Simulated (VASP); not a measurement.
A run of VASP 6.6.1 is set up as follows.

File INCAR:

```
SYSTEM = Si
ALGO = Normal
EDIFF = 1E-6
EDIFFG = -0.03
ENCUT = 520
IBRION = 2
ISIF = 2
ISMEAR = 0
LASPH = .True.
LCHARG = .False.
LREAL = Auto
LUSENCCL = .False.
LWAVE = .False.
NELECT = 250.0
NELM = 80
NSW = 80
PREC = Accurate
SIGMA = 0.05
```

Contents of KPOINTS:

```
k-points
0
Gamma
  1 1 1
  0 0 0
```

File POSCAR:

```
Si
1.0
   10.8600000000      0.0000000000      0.0000000000
    0.0000000000     10.8600000000      0.0000000000
    0.0000000000      0.0000000000     10.8600000000
Si
63
Direct
    0.5000000000      0.0000000000      0.0000000000
    0.6250000000      0.1250000000      0.1250000000
    0.7500000000      0.2500000000      0.0000000000
    0.8750000000      0.3750000000      0.1250000000
    0.7500000000      0.0000000000      0.2500000000
    0.8750000000      0.1250000000      0.3750000000
    0.0000000000      0.0000000000      0.0000000000
    0.1250000000      0.1250000000      0.1250000000
    0.2500000000      0.2500000000      0.0000000000
    0.3750000000      0.3750000000      0.1250000000
    0.5000000000      0.5000000000      0.0000000000
    0.6250000000      0.6250000000      0.1250000000
    0.7500000000      0.7500000000      0.0000000000
    0.8750000000      0.8750000000      0.1250000000
    0.2500000000      0.0000000000      0.2500000000
    0.3750000000      0.1250000000      0.3750000000
    0.5000000000      0.2500000000      0.2500000000
    0.6250000000      0.3750000000      0.3750000000
    0.7500000000      0.5000000000      0.2500000000
    0.8750000000      0.6250000000      0.3750000000
    0.5000000000      0.0000000000      0.5000000000
    0.6250000000      0.1250000000      0.6250000000
    0.7500000000      0.2500000000      0.5000000000
    0.8750000000      0.3750000000      0.6250000000
    0.7500000000      0.0000000000      0.7500000000
    0.8750000000      0.1250000000      0.8750000000
    0.0000000000      0.5000000000      0.0000000000
    0.1250000000      0.6250000000      0.1250000000
    0.2500000000      0.7500000000      0.0000000000
    0.3750000000      0.8750000000      0.1250000000
    0.0000000000      0.2500000000      0.2500000000
    0.1250000000      0.3750000000      0.3750000000
    0.2500000000      0.5000000000      0.2500000000
    0.2500000000      0.7500000000      0.5000000000
    0.5000000000      0.7500000000      0.2500000000
    0.6250000000      0.8750000000      0.3750000000
    0.0000000000      0.0000000000      0.5000000000
    0.1250000000      0.1250000000      0.6250000000
    0.2500000000      0.2500000000      0.5000000000
    0.3750000000      0.3750000000      0.6250000000
    0.5000000000      0.5000000000      0.5000000000
    0.6250000000      0.6250000000      0.6250000000
    0.7500000000      0.7500000000      0.5000000000
    0.8750000000      0.8750000000      0.6250000000
    0.2500000000      0.0000000000      0.7500000000
    0.3750000000      0.1250000000      0.8750000000
    0.5000000000      0.2500000000      0.7500000000
    0.6250000000      0.3750000000      0.8750000000
    0.7500000000      0.5000000000      0.7500000000
    0.8750000000      0.6250000000      0.8750000000
    0.0000000000      0.7500000000      0.2500000000
    0.1250000000      0.8750000000      0.3750000000
    0.0000000000      0.5000000000      0.5000000000
    0.1250000000      0.6250000000      0.6250000000
    0.3750000000      0.8750000000      0.6250000000
    0.0000000000      0.2500000000      0.7500000000
    0.1250000000      0.3750000000      0.8750000000
    0.2500000000      0.5000000000      0.7500000000
    0.3750000000      0.6250000000      0.8750000000
    0.5000000000      0.7500000000      0.7500000000
    0.6250000000      0.8750000000      0.8750000000
    0.0000000000      0.7500000000      0.7500000000
    0.1250000000      0.8750000000      0.8750000000
```

Potentials or basis: VASP PAW LDA potentials, release 64 (Si).

The run is started by

```console
$ cat potpaw_LDA.64/Si/POTCAR > POTCAR
$ mpirun -np 1 vasp_gam > vasp.out
```

Problem. What does it give for the energy gained by relaxing?

Solution. 2.2 meV/atom.

Final structure:
```cif
data_structure
_symmetry_space_group_name_H-M 'P 1'
_symmetry_Int_Tables_number 1
_cell_length_a 10.8600
_cell_length_b 10.8600
_cell_length_c 10.8600
_cell_angle_alpha 90.000
_cell_angle_beta 90.000
_cell_angle_gamma 90.000
_cell_volume 1280.82
loop_
_atom_site_label
_atom_site_type_symbol
_atom_site_fract_x
_atom_site_fract_y
_atom_site_fract_z
_atom_site_occupancy
Si1 Si 0.50126 0.99945 0.00055 1
Si2 Si 0.62503 0.12478 0.12497 1
Si3 Si 0.75007 0.24993 0.99993 1
Si4 Si 0.87522 0.37497 0.12497 1
Si5 Si 0.74945 0.99945 0.24874 1
Si6 Si 0.87500 0.12500 0.37500 1
Si7 Si 0.99993 0.00007 0.99993 1
Si8 Si 0.12497 0.12522 0.12497 1
Si9 Si 0.24874 0.25055 0.00055 1
Si10 Si 0.37750 0.37593 0.12593 1
Si11 Si 0.49996 0.50004 0.99899 1
Si12 Si 0.62407 0.62250 0.12593 1
Si13 Si 0.74945 0.75126 0.00055 1
Si14 Si 0.87478 0.87503 0.12497 1
Si15 Si 0.25004 0.00101 0.25004 1
Si16 Si 0.37500 0.12500 0.37500 1
Si17 Si 0.49996 0.24899 0.25004 1
Si18 Si 0.62407 0.37593 0.37250 1
Si19 Si 0.75101 0.50004 0.25004 1
Si20 Si 0.87500 0.62500 0.37500 1
Si21 Si 0.49996 0.00101 0.49996 1
Si22 Si 0.62503 0.12522 0.62503 1
Si23 Si 0.74945 0.25055 0.50126 1
Si24 Si 0.87478 0.37497 0.62503 1
Si25 Si 0.75007 0.00007 0.75007 1
Si26 Si 0.87500 0.12500 0.87500 1
Si27 Si 0.00055 0.49874 0.00055 1
Si28 Si 0.12593 0.62750 0.12593 1
Si29 Si 0.25004 0.74996 0.99899 1
Si30 Si 0.37250 0.87407 0.12593 1
Si31 Si 0.00055 0.25055 0.24874 1
Si32 Si 0.12593 0.37593 0.37750 1
Si33 Si 0.24614 0.49614 0.24614 1
Si34 Si 0.24614 0.75386 0.50386 1
Si35 Si 0.50386 0.75386 0.24614 1
Si36 Si 0.62407 0.87407 0.37750 1
Si37 Si 0.00055 0.99945 0.50126 1
Si38 Si 0.12497 0.12478 0.62503 1
Si39 Si 0.25004 0.24899 0.49996 1
Si40 Si 0.37250 0.37593 0.62407 1
Si41 Si 0.50386 0.49614 0.50386 1
Si42 Si 0.62407 0.62750 0.62407 1
Si43 Si 0.75101 0.74996 0.49996 1
Si44 Si 0.87522 0.87503 0.62503 1
Si45 Si 0.24874 0.99945 0.74945 1
Si46 Si 0.37500 0.12500 0.87500 1
Si47 Si 0.50126 0.25055 0.74945 1
Si48 Si 0.62503 0.37497 0.87478 1
Si49 Si 0.74945 0.49874 0.74945 1
Si50 Si 0.87500 0.62500 0.87500 1
Si51 Si 0.99899 0.74996 0.25004 1
Si52 Si 0.12593 0.87407 0.37250 1
Si53 Si 0.99899 0.50004 0.49996 1
Si54 Si 0.12593 0.62250 0.62407 1
Si55 Si 0.37750 0.87407 0.62407 1
Si56 Si 0.99993 0.24993 0.75007 1
Si57 Si 0.12497 0.37497 0.87522 1
Si58 Si 0.25004 0.50004 0.75101 1
Si59 Si 0.37500 0.62500 0.87500 1
Si60 Si 0.49996 0.74996 0.75101 1
Si61 Si 0.62503 0.87503 0.87522 1
Si62 Si 0.00055 0.75126 0.74945 1
Si63 Si 0.12497 0.87503 0.87478 1
```

Caveat: the k points lie up to 0.58 Å⁻¹ apart; the cell carries a net charge on a neutralising background, which shifts energy and pressure.
